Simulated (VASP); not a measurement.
Runs of VASP 6.6.1 on MgO. The structure is that of space group Amm2 (No. 38), or close to it. The cells are those of the table. 

```csv
cell,gap on the mesh (eV),pressure (GPa),largest force (eV/Å)
"a = 2.761, b = 3.030, c = 2.680 Å, angles 90.0, 90.0, 117.1°, 2 atoms",2.64,(b),0.08
"a = 2.806, b = 3.006, c = 2.680 Å, angles 90.0, 90.0, 117.8°, 2 atoms",(c),0.2,0.04
"a = 3.114, b = 2.854, c = 2.680 Å, angles 90.0, 90.0, 123.1°, 2 atoms",2.82,0.8,0.11
"a = 3.092, b = 2.864, c = 2.680 Å, angles 90.0, 90.0, 122.7°, 2 atoms",(a),0.5,0.08
"a = 3.070, b = 2.874, c = 2.680 Å, angles 90.0, 90.0, 122.3°, 2 atoms",2.89,0.2,0.06
```

Alike in all rows: task single point; level PBE; potentials or basis VASP PAW PBE potentials, release 64 (Mg, O); no spin polarisation; k mesh 12 × 12 × 8; cutoff (eV) 520; smearing gaussian 0.05 eV.

Problem. Estimate the missing entries.

Solution. (a) 2.85; (b) 0.9; (c) 2.79.

A k mesh can miss the band edges.
